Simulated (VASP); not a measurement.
Runs of VASP 6.6.1 on PbS. It takes space group Pm-3m (No. 221, cubic). Conventional cell: a = 3.654 Å, b = 3.654 Å, c = 3.654 Å, α = 90.00°, β = 90.00°, γ = 90.00°. Pb (site symmetry m-3m) has 8 S at 3.16 Å and 6 Pb at 3.65 Å within 4.2 Å. S (site symmetry m-3m) has 8 Pb at 3.16 Å and 6 S at 3.65 Å within 4.2 Å. 

```tsv
task	level	cell	cutoff (eV)	share of exact exchange	screening parameter	gap on the mesh (eV)	pressure (GPa)	relaxed volume (Å³/atom)
single point	PBE-based screened hybrid with 25 % exact exchange	as given	520	0.25	0.4 1/Å	none	-2.0	-
single point	PBE-based screened hybrid with 5 % exact exchange	as given	520	0.05	0.2 1/Å	none	(b)	-
single point	PBE-based screened hybrid with 25 % exact exchange	as given	520	0.25	0.6 1/Å	none	-1.6	-
relaxation of cell and atoms	HF	relaxed	600	1	-	5.01	0.0	26.36
relaxation of cell and atoms	PBE-based screened hybrid with 25 % exact exchange	relaxed	600	0.25	0.3 1/Å	none	-0.1	23.52
single point	PBE-based screened hybrid with 10 % exact exchange	as given	520	0.1	0.2 1/Å	none	(a)	-
```

Alike in all rows: potentials or basis VASP PAW PBE potentials, release 64 (Pb_d, S); no spin polarisation; k mesh 4 × 4 × 4; smearing fermi-dirac 0.05 eV.

Fill in the values left out.

(a) -1.4; (b) -1.0.

Caveats: all runs use coarse meshes; the PAW data sets were made with another functional, which shifts forces and pressure a little; spin-orbit coupling is left out, which moves the levels of the heavy elements.

A k mesh can miss the band edges, and the runs leave out spin-orbit coupling on Pb.

A gap of «none» marks levels without a gap at the run's occupations.
